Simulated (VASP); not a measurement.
Au, 2 atoms in the cell. The structure is tetragonal, space group I4/mmm (No. 139). Conventional cell: a = 2.859 Å, b = 2.859 Å, c = 4.144 Å, α = 90.00°, β = 90.00°, γ = 90.00°. Within 3.8 Å of Au (site symmetry 4/mmm) lie 12 Au at 2.86 to 2.89 Å.  This cell differs from its parent crystal: biaxial strain in the a-b plane: -1.0 %, then relaxed in part.

* Program: VASP 6.6.1
* Task: single point
* Functional: PBEsol
* Potentials or basis: VASP PAW PBE potentials, release 64 (Au)
* Cutoff: 520 eV
* k mesh: 18 × 18 × 14
* Occupations: gaussian, width 0.1 eV
* Spin: no spin polarisation
* Dipole correction: no
* Further INCAR settings: ALGO = Fast; EDIFF = 1e-06; NBANDS = 18

Potentials or basis: VASP PAW PBE potentials, release 64 (Au).

Run with:

```bash
$ cat potpaw_PBE.64/Au/POTCAR > POTCAR
$ mpirun -np 1 vasp_std > vasp.out
```

Hardware: 1 thread of Intel(R) Xeon(R) 6975P-C (Granite Rapids) (shared host).

Question: Estimate the wall time of this run.

Answer: It took 110 s on 1 thread of Intel(R) Xeon(R) 6975P-C (Granite Rapids) (shared host), peak memory 0.32 GiB. Counts: scf iterations 12, k points 440.
